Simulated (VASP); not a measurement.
Cu: single point with revPBE

The system is Cu.

```
Cu
1.0
     0.00000    1.85420    1.85420
     1.85420    0.00000    1.85420
     1.85420    1.85420    0.00000
Cu
1
Direct
  0.00000 0.00000 0.00000
```

This cell differs from its parent crystal: volume scaled by 1.04.

| Item | Value |
| --- | --- |
| Program | VASP 6.6.1 |
| Task | single point |
| Functional | revPBE |
| Potentials or basis | VASP PAW PBE potentials, release 64 (Cu) |
| Cutoff | 520 eV |
| k mesh | 24 × 24 × 24 |
| Occupations | fermi-dirac, width 0.1 eV |
| Spin | no spin polarisation |

The pressure is -4.0 GPa.

Levels at points of the mesh, in eV from the Fermi level:
```
           k point  band 3  band 4  band 5  band 6  band 7  band 8  band 9  band 10
(0.00, 0.00, 0.00)   -2.82   -2.82   -2.09   -2.09   21.92   24.06   24.06    24.06
(0.50, 0.00, 0.00)   -2.84   -1.58   -1.58   -0.80    3.39   20.45   20.94    20.94
(0.50, 0.50, 0.00)   -1.60   -1.46   -1.46    1.54    6.59   12.51   12.51    16.77
```

Run time: 25 s on 1 thread of Intel(R) Xeon(R) 6975P-C (Granite Rapids), on a shared host, peak memory 0.17 GiB.

Caveat: the PAW data sets were made with another functional, which shifts forces and pressure a little.
